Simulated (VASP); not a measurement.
# ZnO (P6_3mc) in VASP: a series of runs

ZnO is run at these levels: PBE; tasks: single point.

Program: VASP 6.6.1. These are calculated values, not measurements. Logs are shortened: lines on timing, memory, paths and dates and some standing lists are left out, and cuts for length are marked.

## (1) The cell of the first run

It takes space group P6_3mc (No. 186, hexagonal). Conventional cell: a = 3.282 Å, b = 3.282 Å, c = 5.204 Å, α = 90.00°, β = 90.00°, γ = 120.00°. Within 2.6 Å of Zn (site symmetry 3m) lie 4 O at 1.99 Å. Within 2.6 Å of O (site symmetry 3m) lie 4 Zn at 1.99 Å.

## (2) Single point, PBE (equal xx and yy strain of +1 %)

INCAR

```
PREC = Accurate
ENCUT = 520
EDIFF = 1E-7
ISMEAR = -1
SIGMA = 0.02
LREAL = False
LASPH = True
NELM = 100
ALGO = Normal
ISIF = 2
LWAVE = False
LCHARG = False
GGA = PE
NBANDS = 26
```

KPOINTS

```
Automatic mesh
0
Gamma
  11 11 6
```

POSCAR

```
ZnO
1.0
    3.2818927111      0.0000000000      0.0000000000
   -1.6409463555      2.8422024603      0.0000000000
    0.0000000000      0.0000000000      5.2038000000
Zn O
2 2
Direct
    0.3333333333      0.6666666667      0.0000000000
    0.6666666667      0.3333333333      0.5000000000
    0.3333333333      0.6666666667      0.3821000000
    0.6666666667      0.3333333333      0.8821000000
```

Potentials or basis: VASP PAW PBE potentials, release 64 (Zn, O).

The run is started by

```sh
> cat potpaw_PBE.64/Zn/POTCAR potpaw_PBE.64/O/POTCAR > POTCAR
> mpirun -np 1 vasp_std > vasp.out
```

OUTCAR:

```text
PREC = Accurate
   ENCUT = 520
   EDIFF = 1E-7
   ISMEAR = -1
   LREAL = False
   LASPH = True
   NELM = 100
   ISIF = 2
   GGA = PE

 ion  position               nearest neighbor table
   1  0.333  0.667  0.000-   3 1.99   4 1.99   4 1.99   4 1.99
   2  0.667  0.333  0.500-   4 1.99   3 1.99   3 1.99   3 1.99
   3  0.333  0.667  0.382-   1 1.99   2 1.99   2 1.99   2 1.99
   4  0.667  0.333  0.882-   2 1.99   1 1.99   1 1.99   1 1.99

  LATTYP: Found a hexagonal cell.
 ALAT       =     3.2818927111
 C/A-ratio  =     1.5856094206

  Lattice vectors:

 A1 = (   3.2818927111,   0.0000000000,   0.0000000000)
 A2 = (  -1.6409463555,   2.8422024603,   0.0000000000)
 A3 = (   0.0000000000,   0.0000000000,   5.2038000000)

Analysis of symmetry for initial positions (statically):
=====================================================================
 Subroutine PRICEL returns:
 Original cell was already a primitive cell.

 Routine SETGRP: Setting up the symmetry group for a
 hexagonal supercell.

 Subroutine GETGRP returns: Found 12 space group operations
 (whereof  6 operations were pure point group operations)
 out of a pool of 24 trial point group operations.

The static configuration has the point symmetry C_3v.
 The point group associated with its full space group is C_6v.

Analysis of symmetry for dynamics (positions and initial velocities):
=====================================================================
 Subroutine PRICEL returns:
 Original cell was already a primitive cell.

 Routine SETGRP: Setting up the symmetry group for a
 hexagonal supercell.

 Subroutine GETGRP returns: Found 12 space group operations
 (whereof  6 operations were pure point group operations)
 out of a pool of 24 trial point group operations.

The dynamic configuration has the point symmetry C_3v.
 The point group associated with its full space group is C_6v.

 Subroutine INISYM returns: Found 12 space group operations
 (whereof  6 operations are pure point group operations),
 and found     1 'primitive' translations

----------------------------------------------------------------------------------------

                                     Primitive cell

  volume of cell :      48.5400

  direct lattice vectors                    reciprocal lattice vectors
     3.281892711  0.000000000  0.000000000     0.304702222  0.175919910  0.000000000
    -1.640946355  2.842202460  0.000000000     0.000000000  0.351839819  0.000000000
     0.000000000  0.000000000  5.203800000     0.000000000  0.000000000  0.192167262

  length of vectors
     3.281892711  3.281892711  5.203800000     0.351839819  0.351839819  0.192167262

  position of ions in fractional coordinates (direct lattice)
     0.333333333  0.666666667  0.000000000
     0.666666667  0.333333333  0.500000000
     0.333333333  0.666666667  0.382100000
     0.666666667  0.333333333  0.882100000

  ion indices of the primitive-cell ions
   primitive index   ion index
                 1           1
                 2           2
                 3           3
                 4           4

----------------------------------------------------------------------------------------

 KPOINTS: Automatic mesh

Automatic generation of k-mesh.
 Grid dimensions read from file:
 generate k-points for:   11   11    6

 Generating k-lattice:

  Cartesian coordinates                     Fractional coordinates (reciprocal lattice)
     0.027700202  0.015992719  0.000000000     0.090909091  0.000000000  0.000000000
     0.000000000  0.031985438  0.000000000     0.000000000  0.090909091  0.000000000
     0.000000000  0.000000000  0.032027877     0.000000000  0.000000000  0.166666667

  Length of vectors
     0.031985438  0.031985438  0.032027877

  Shift w.r.t. Gamma in fractional coordinates (k-lattice)
     0.000000000  0.000000000  0.000000000

 Subroutine IBZKPT returns following result:
 ===========================================

 Found     64 irreducible k-points:

 Following reciprocal coordinates:
            Coordinates               Weight
  0.000000  0.000000  0.000000      1.000000
  0.090909  0.000000  0.000000      6.000000
  0.181818  0.000000  0.000000      6.000000
  0.272727  0.000000  0.000000      6.000000
  0.363636  0.000000  0.000000      6.000000
  0.454545 -0.000000  0.000000      6.000000
[... 16 lines left out ...]
  0.090909  0.090909  0.166667     12.000000
  0.181818  0.090909  0.166667     24.000000
 [... further k-points ...]
   k-points           NKPTS =     64   k-points in BZ     NKDIM =     64   number of bands    NBANDS=     26
   number of dos      NEDOS =    301   number of ions     NIONS =      4
   total plane-waves  NPLWV =  23040
   dimension x,y,z NGX =    24 NGY =   24 NGZ =   40
   dimension x,y,z NGXF=    48 NGYF=   48 NGZF=   80
   ions per type =               2   2
   NGX,Y,Z   is equivalent  to a cutoff of  12.16, 12.16, 12.78 a.u.
   NGXF,Y,Z  is equivalent  to a cutoff of  24.31, 24.31, 25.56 a.u.
 SYSTEM =  unknown system
   PREC   = accura    normal or accurate (medium, high low for compatibility)
   ISTART =      0    job   : 0-new  1-cont  2-samecut
   ICHARG =      2    charge: 1-file 2-atom 10-const
   ISPIN  =      1    spin polarized calculation?
   LNONCOLLINEAR =      F non collinear calculations
   LSORBIT =      F    spin-orbit coupling
   LASPH  =      T    aspherical Exc in radial PAW
   ENCUT  =  520.0 eV  38.22 Ry    6.18 a.u.   6.10  6.10  9.68*2*pi/ulx,y,z
   NELM   =    100;   NELMIN=  2; NELMDL= -5     # of ELM steps
   EDIFF  = 0.1E-06   stopping-criterion for ELM
   LREAL  =      F    real-space projection
   EDIFFG = 0.1E-05   stopping-criterion for IOM
   NSW    =      0    number of steps for IOM
   IBRION =     -1    ionic relax: 0-MD 1-quasi-New 2-CG
   NFREE  =      0    steps in history (QN), initial steepest desc. (CG)
   ISIF   =      2    stress and relaxation
   ISYM   =      2    0-nonsym 1-usesym 2-fastsym
   POTIM  = 0.5000    time-step for ionic-motion
   TEBEG  =    0.0;   TEEND  =   0.0 temperature during run
   PSTRESS=    0.0 pullay stress
   NELECT =      36.0000    total number of electrons
   NUPDOWN=      -1.0000    fix difference up-down
   EMIN   =  10.00;   EMAX   =-10.00  energy-range for DOS
   EFERMI =   0.00;   METHOD = LEGACY
   ISMEAR =    -1;   SIGMA  =   0.02  broadening in eV -4-tet -1-fermi 0-gaus
   EFERMI_NEDOS =   21; number of points for ismear=-14 and -15
   IALGO  =     38    algorithm
   IMIX   =      4    mixing-type and parameters
     AMIX     =   0.40;   BMIX     =  1.00
     AMIX_MAG =   1.60;   BMIX_MAG =  1.00
  volume/ion in A,a.u.               =      12.14        81.89
  Fermi-wavevector in a.u.,A,eV,Ry     =   1.481866  2.800321 29.877408  2.195928
  Thomas-Fermi vector in A             =   2.595723
   LORBIT       =      0    0 simple, 1 ext, 2 COOP (PROOUT), +10 PAW based schemes
   GGA     = PE    functional components
   LHFCALC =     F    Hartree Fock is set to
   AEXX    =    0.0000 exact exchange contribution
   IVDW    =     0    specifies the selected vdW correction
   LEPSILON=     F    determine dielectric tensor
   LRPA    =     F    only Hartree local field effects (RPA)
 non-spin polarized calculation
  energy-cutoff  :      520.00
  volume of cell :       48.54
 maximum number of plane-waves:      1327
   NGX = 13   NGY = 13   NGZ = 19

 number of electron      35.9999998 magnetization

 Free energy of the ion-electron system (eV)
  ---------------------------------------------------
  ext. energy  EPLUGINS =         0.00000000
  ---------------------------------------------------
  free energy    TOTEN  =       -17.84720199 eV

  energy without entropy =      -17.84720199  energy(sigma->0) =      -17.84720199

 E-fermi :   1.4005     XC(G=0): -10.8068

 val. band max:        1.0186901950   @ k =   0.0000   0.0000   0.0000
 cond. band min:       1.7909375881   @ k =   0.0000   0.0000   0.0000
 fundamental gap:      0.7722473931
 Fermi energy:         1.4005312032

 k-point     1 :       0.0000    0.0000    0.0000
  band No.  band energies     occupation
      1     -16.9058      2.00000
      2     -16.1911      2.00000
      3      -4.5772      2.00000
      4      -4.5772      2.00000
      5      -4.4996      2.00000
      6      -4.4087      2.00000
[... 18 lines left out ...]
     25      14.9378      0.00000
     26      15.2064      0.00000

 k-point     2 :       0.0909    0.0000    0.0000
  band No.  band energies     occupation
      1     -16.8628      2.00000
      2     -16.1730      2.00000
      3      -4.6261      2.00000
      4      -4.5509      2.00000
      5      -4.4718      2.00000
      6      -4.4043      2.00000
[... 18 lines left out ...]
     25      15.0497      0.00000
     26      15.2982      0.00000

 k-point     3 :       0.1818    0.0000    0.0000
  band No.  band energies     occupation
      1     -16.7427      2.00000
      2     -16.1261      2.00000
      3      -4.7330      2.00000
      4      -4.4835      2.00000
      5      -4.4552      2.00000
      6      -4.3695      2.00000
[... 18 lines left out ...]
     25      14.9124      0.00000
     26      15.1576      0.00000

 k-point     4 :       0.2727    0.0000    0.0000
  band No.  band energies     occupation
      1     -16.5735      2.00000
      2     -16.0717      2.00000
      3      -4.8263      2.00000
      4      -4.4841      2.00000
      5      -4.4056      2.00000
      6      -4.2573      2.00000
[... 18 lines left out ...]
     25      14.2494      0.00000
     26      15.0008      0.00000
[... 496 lines left out ...]
      1     -16.2556      2.00000
      2     -16.0464      2.00000
      3      -4.8378      2.00000
      4      -4.6584      2.00000
      5      -4.2976      2.00000
      6      -4.0232      2.00000
[... 18 lines left out ...]
     25      14.2257      0.00000
     26      14.9546      0.00000

 k-point    23 :       0.0909    0.0909    0.1667
  band No.  band energies     occupation
      1     -16.7395      2.00000
      2     -16.1845      2.00000
      3      -4.7153      2.00000
      4      -4.5737      2.00000
      5      -4.4677      2.00000
      6      -4.4492      2.00000
[... 18 lines left out ...]
     25      14.0148      0.00000
     26      15.1156      0.00000

 k-point    24 :       0.1818    0.0909    0.1667
  band No.  band energies     occupation
      1     -16.5998      2.00000
      2     -16.1263      2.00000
      3      -4.7979      2.00000
      4      -4.5818      2.00000
      5      -4.4200      2.00000
      6      -4.3542      2.00000
[... 18 lines left out ...]
     25      13.9262      0.00000
     26      15.4155      0.00000

 [... further k-points ...]
[... 5 lines left out ...]
  --------------------------------------------------------------------------------------
  -------------------------------------------------------------------------------------
  Total        0.6533549      0.6533549      1.4183810      0.0000000      0.0000000      0.0000000
  in kB       21.5655107     21.5655107     46.8169924      0.0000000      0.0000000      0.0000000
  external PRESSURE =      29.9826713 kB  Pullay stress =       0.0000000 kB

 VOLUME and BASIS-vectors are now :
 -----------------------------------------------------------------------------
  energy-cutoff  :      520.00
  volume of cell :       48.54
      direct lattice vectors                 reciprocal lattice vectors
     3.281892711  0.000000000  0.000000000     0.304702222  0.175919910  0.000000000
    -1.640946355  2.842202460  0.000000000     0.000000000  0.351839819  0.000000000
     0.000000000  0.000000000  5.203800000     0.000000000  0.000000000  0.192167262

 POSITION                                       TOTAL-FORCE (eV/Angst)
 -----------------------------------------------------------------------------------
     -0.00000      1.89480      0.00000         0.000000      0.000000     -0.054555
      1.64095      0.94740      2.60190        -0.000000     -0.000000     -0.054555
     -0.00000      1.89480      1.98837         0.000000     -0.000000      0.054555
      1.64095      0.94740      4.59027        -0.000000      0.000000      0.054555
 -----------------------------------------------------------------------------------
    total drift:                               -0.000001     -0.000001      0.000502

  FREE ENERGIE OF THE ION-ELECTRON SYSTEM (eV)
  ---------------------------------------------------
  free  energy   TOTEN  =       -17.8472019863 eV

  energy  without entropy=      -17.8472019863  energy(sigma->0) =      -17.84720199
```

It took 97 s on 1 thread of Intel Xeon 8259CL, shared host; peak memory 0.2 GiB.

What came out:

* Free energy: -17.8472 eV
* Pressure: 3.0 GPa
* Largest force: 0.055 eV/Å
* Band gap on the k mesh: 0.77 eV

Forces on the atoms (eV/Å):
```
Zn   0.000  0.000 -0.055
Zn   0.000  0.000 -0.055
O    0.000  0.000  0.055
O    0.000  0.000  0.055
```

Levels at points of the mesh, in eV from the valence-band top:
```
           k point  band 14  band 15  band 16  band 17  band 18  band 19  band 20  band 21  band 22  band 23
(0.00, 0.00, 0.00)    -0.79    -0.79    -0.06     0.00     0.00     0.77     5.10     8.28    12.66    12.66
(0.00, 0.00, 0.50)    -2.18    -0.39    -0.39    -0.39    -0.39     3.43     3.43    10.10    10.10    12.94
```

Caveat: the cell differs from its parent crystal (equal xx and yy strain of +1 %).

(Continued in part 2 of 2.)
